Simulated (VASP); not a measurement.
Input of a VASP 6.6.1 run:

INCAR

```
SYSTEM = KBr
PREC     = Accurate       ! precision mode
ENCUT    = 500            ! plane-wave cutoff, eV
EDIFF    = 1E-7           ! SCF threshold, eV
ISMEAR   = 0              ! smearing method
SIGMA    = 0.01           ! smearing width, eV
LREAL    = .False.        ! projectors in reciprocal space
LASPH    = .True.         ! aspherical terms in the spheres
NELM     = 120            ! most SCF steps
ALGO     = Normal         ! electronic algorithm
ISIF     = 3              ! what is computed and relaxed
LWAVE    = .False.        ! write WAVECAR
LCHARG   = .False.        ! write CHGCAR
GGA      = CA             ! functional
IBRION   = 2              ! ionic algorithm
NSW      = 80             ! ionic steps
EDIFFG   = -0.001         ! ionic threshold
PSTRESS  = 20.0         
GGA_COMPAT= .False.      
NELMIN   = 4
```

KPOINTS

```
regular mesh
0
Gamma
  6 6 6
  0 0 0
```

The input POSCAR:

```
KBr
1.0
    0.0000000000      3.1857999866      3.1857999866
    3.1857999866      0.0000000000      3.1857999866
    3.1857999866      3.1857999866      0.0000000000
K Br
1 1
Direct
    0.0000000000      0.0000000000      0.0000000000
    0.5000000000      0.5000000000      0.5000000000
```

Potentials or basis: VASP PAW LDA potentials, release 64 (K_sv, Br).

Launch:

```bash
$ cat potpaw_LDA.64/K_sv/POTCAR potpaw_LDA.64/Br/POTCAR > POTCAR
$ mpirun -np 1 vasp_std > vasp.out
```

Question: Estimate the relaxed cell.

Answer: a = 4.393 Å, b = 4.393 Å, c = 4.393 Å, α = 60.00°, β = 60.00°, γ = 60.00°.

Question: Predict the space group after relaxing (to 0.1 Å).

Answer: Fm-3m (No. 225).

Question: Estimate the band gap on the k mesh.

Answer: 4.57 eV.

Final structure:
```xyz
2
Lattice="0.0000 3.1062 3.1062 3.1062 0.0000 3.1062 3.1062 3.1062 0.0000" Properties=species:S:1:pos:R:3 pbc="T T T"
K     0.0000    0.0000    0.0000
Br    3.1062    3.1062    3.1062
```

Caveat: the cell is relaxed towards a set pressure, so the run minimises the enthalpy, not the energy. LDA usually gives volumes a few per cent too small.
